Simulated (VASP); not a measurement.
The system is Al2Cu.

```xyz
6
Lattice="3.9563 0.0000 0.0000 0.0000 3.9563 0.0000 0.0000 0.0000 6.0664" Properties=species:S:1:pos:R:3 pbc="T T T"
Al    0.3719    2.7077    5.0854
Al    3.5844    1.2486    5.0854
Al    1.2486    0.3719    5.0854
Al    2.7077    3.5844    5.0854
Cu    1.9782    1.9782    5.9461
Cu    1.9782    1.9782    3.0937
```

The cell was generated, and may not be a known phase.

* Program: VASP 6.6.1
* Task: relaxation of cell and atoms
* Functional: PBE
* Potentials or basis: VASP PAW PBE potentials, release 64 (Al, Cu)
* Cutoff: 600 eV
* k mesh: 4 × 4 × 4
* Occupations: gaussian, width 0.1 eV
* Spin: no spin polarisation

At the start: pressure 119.1 GPa; volume 15.83 Å³/atom.

Problem. Where does the relaxation end?

Solution. Over 30 steps the energy falls by 5239.9 meV/atom and the volume is 23.91 Å³/atom (+51.1 %); space group P4 (No. 75, to 0.1 Å) before, P4/m (No. 83, to 0.1 Å).

The path:
```tsv
step	energy change (eV)	largest force (eV/Å)	pressure (GPa)	volume (Å³)
1	0.0000	12.3646	119.13	94.95
2	-20.4077	0.5771	-16.70	331.96
3	-29.7935	1.4154	-2.38	193.20
4	-29.8034	1.4856	-1.94	190.87
5	-29.8053	1.5578	-1.56	188.60
6	-30.3138	0.8052	-1.75	181.81
7	-30.5276	1.5980	-1.07	174.81
8	-30.8047	1.4656	-1.16	167.31
9	-31.1201	0.8946	1.28	145.27
10	-31.1387	0.6821	-0.29	153.47
11	-31.1635	0.5312	0.02	150.44
12	-31.1649	0.5509	0.23	149.22
13	-31.2278	0.3734	-0.39	149.56
14	-31.2320	0.4537	-0.44	149.68
15	-31.2821	0.3192	-0.10	147.74
16	-31.3006	0.4121	0.44	145.76
17	-31.3354	0.4116	0.21	145.46
18	-31.3739	0.4225	0.17	144.76
19	-31.3937	0.0702	-0.22	145.22
20	-31.3965	0.2661	-0.43	145.48
21	-31.4065	0.2618	-0.12	144.40
22	-31.4142	0.2500	0.52	142.31
23	-31.4236	0.1584	0.49	142.48
24	-31.4278	0.3090	0.33	142.91
25	-31.4326	0.1681	0.39	142.70
26	-31.4331	0.1739	0.38	142.77
27	-31.4371	0.0875	-0.12	143.72
28	-31.4372	0.0792	-0.13	143.81
29	-31.4388	0.0532	-0.05	143.64
30	-31.4397	0.0343	0.00	143.46
```

Final structure:
```
Al Cu
1.0
     5.61013    0.00000    0.00000
     0.00000    5.61013    0.00000
     0.00000    0.00000    4.55825
Al Cu
4 2
Direct
  0.16026 0.69467 0.80690
  0.83974 0.30533 0.80690
  0.30533 0.16026 0.80690
  0.69467 0.83974 0.80690
  0.50000 0.50000 0.06429
  0.50000 0.50000 0.55144
```

Caveat: the k points lie up to 0.34 Å⁻¹ apart in the final cell, too coarse for converged energies and pressures of a metal; the volume moved by over 15 % at a fixed basis, so the end points are rough.
